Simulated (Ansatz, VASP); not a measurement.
One calculation of InAs, two programs

```
In As
1.0
     0.00000    2.87730    2.87730
     2.87730    0.00000    2.87730
     2.87730    2.87730    0.00000
In As
1 1
Direct
  0.41000 0.80600 0.22700
  0.91000 0.30600 0.72700
```

Alike in both runs: task single point; functional PBE; k mesh 4 × 4 × 4; occupations gaussian, width 0.1 eV; no spin polarisation.

|  | VASP | Ansatz |
| --- | --- | --- |
| version | VASP 6.6.1 | Ansatz 0.2.0 |
| potentials or method | VASP PAW PBE potentials, release 64 (In_d, As), cutoff 500 eV | scalar-relativistic, plane waves, PAW |
| valence electrons in the cell | 18 | 28 |

```csv
,VASP,Ansatz,Ansatz less VASP
gap on the k mesh at the Fermi level (eV),none,none,-
pressure (GPa),0.8,0.7,-0.10
```

A gap of «none» marks a metal or a gap that the smearing closes. VASP's potentials hold 18 valence electrons a cell and Ansatz's 28, so a difference there can come from the potentials and not from the codes.

The k mesh is coarse, so the values compare programs but aren't converged.
